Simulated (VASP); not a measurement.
Mg, 1 atom in the cell. The structure is tetragonal, space group I4/mmm (No. 139). The conventional cell has a = 3.474 Å, b = 3.474 Å, c = 3.260 Å, α = 90.00°, β = 90.00°, γ = 90.00°. Mg (site symmetry 4/mmm) has 14 Mg at 2.95 to 3.47 Å within 3.9 Å. 

```yaml
Program: VASP 6.6.1
Task: single point
Functional: PBEsol
Potentials_or_basis: VASP PAW PBE potentials, release 64 (Mg)
Cutoff: 520 eV
k_mesh: 18 × 18 × 18
Occupations: gaussian, width 0.15 eV
Spin: no spin polarisation
Dipole_correction: no
Further_INCAR_settings: ALGO = Normal; EDIFF = 1e-06; NBANDS = 7
```

Potentials or basis: VASP PAW PBE potentials, release 64 (Mg).

Command:

```console
$ cat potpaw_PBE.64/Mg/POTCAR > POTCAR
$ mpirun -np 1 vasp_std > vasp.out
```

Hardware: 1 thread of Intel(R) Xeon(R) Platinum 8259CL CPU @ 2.50GHz (Skylake/Cascade Lake) (shared host).

Q: How long does it take, and how much memory?

A: Wall time 37 s on 1 thread of Intel(R) Xeon(R) Platinum 8259CL CPU @ 2.50GHz (Skylake/Cascade Lake), on a shared host, peak memory 0.19 GiB. Counts: scf iterations 9, k points 480.
